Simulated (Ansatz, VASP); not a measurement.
**One calculation of Li2S, two programs**

File POSCAR:

```
Li2S
1.0
    0.0000000000      2.8452942165      2.8452942165
    2.8452942165      0.0000000000      2.8452942165
    2.8452942165      2.8452942165      0.0000000000
S Li
1 2
Direct
    0.0000000000      0.0000000000      0.0000000000
    0.2500000000      0.2500000000      0.2500000000
    0.7500000000      0.7500000000      0.7500000000
```

Contents of INCAR.step1:

```
PREC     = Accurate       # precision mode
ENCUT    = 650            # plane-wave cutoff, eV
EDIFF    = 1E-5           # SCF threshold, eV
ISMEAR   = 0              # smearing method
SIGMA    = 0.01           # smearing width, eV
LREAL    = False          # projectors in reciprocal space
LASPH    = True           # aspherical terms in the spheres
NELM     = 120            # most SCF steps
ALGO     = Normal         # electronic algorithm
ISIF     = 2              # what is computed and relaxed
LWAVE    = True           # write WAVECAR
LCHARG   = False          # write CHGCAR
NBANDS   = 13             # bands
GGA      = PE             # functional
GGA_COMPAT= False
```

The input INCAR.step2:

```
PREC     = Accurate       # precision mode
ENCUT    = 650            # plane-wave cutoff, eV
EDIFF    = 1E-6           # SCF threshold, eV
ISMEAR   = 0              # smearing method
SIGMA    = 0.01           # smearing width, eV
LREAL    = False          # projectors in reciprocal space
LASPH    = True           # aspherical terms in the spheres
NELM     = 120            # most SCF steps
ALGO     = Normal         # electronic algorithm
ISIF     = 2              # what is computed and relaxed
LWAVE    = False          # write WAVECAR
LCHARG   = False          # write CHGCAR
GGA      = PE             # functional
LHFCALC  = True           # exact exchange
AEXX     = 0.2            # exact-exchange fraction
HFSCREEN = 0.1            # screening, 1/A
PRECFOCK = Normal       
NBANDS   = 13             # bands
ISTART   = 1            
GGA_COMPAT= False
```

KPOINTS

```
regular mesh
0
Gamma
  4 4 4
```

Input for Ansatz:

```yaml
crystal:
  lattice:
    - [0.0, 2.8452942165, 2.8452942165]
    - [2.8452942165, 0.0, 2.8452942165]
    - [2.8452942165, 2.8452942165, 0.0]
  atoms:
    - { symbol: S, position: [0.0, 0.0, 0.0] }
    - { symbol: Li, position: [0.25, 0.25, 0.25] }
    - { symbol: Li, position: [0.75, 0.75, 0.75] }
kpoints:
  mp_grid: { grid: [4, 4, 4] }
hamiltonian:
  xc: { exchange: pbe, correlation: pbe, exx: { coeff: 0.2, omega: 0.1 } }
scf:
  occupations: { method: fixed }
  n_extra_bands: 4
output:
  forces: true
  stress: true
  eigenvalues: true
```

Alike in both runs: task single point; functional PBE-based screened hybrid; k mesh 4 × 4 × 4; no spin polarisation.

|  | VASP | Ansatz |
| --- | --- | --- |
| version | VASP 6.6.1 | Ansatz 0.2.0 |
| potentials or method | VASP PAW PBE potentials, release 64 (S, Li_sv) | plane waves |
| plane-wave cutoff (eV) | 650 | 420 |
| occupations | gaussian, width 0.01 eV | fixed |
| valence electrons in the cell | 12 | 12 |

|  | VASP | Ansatz | Ansatz less VASP |
| --- | --- | --- | --- |
| gap on the k mesh at the Fermi level (eV) | 4.41 | 4.40 | -0.008 |
| pressure (GPa) | -0.5 | -0.3 | +0.24 |

VASP's potentials were made for PBE, not for PBE-based screened hybrid. Ansatz's warnings: stress exchange threshold loose, stress scf threshold loose.

The k mesh is coarse, so the values compare programs but aren't converged.
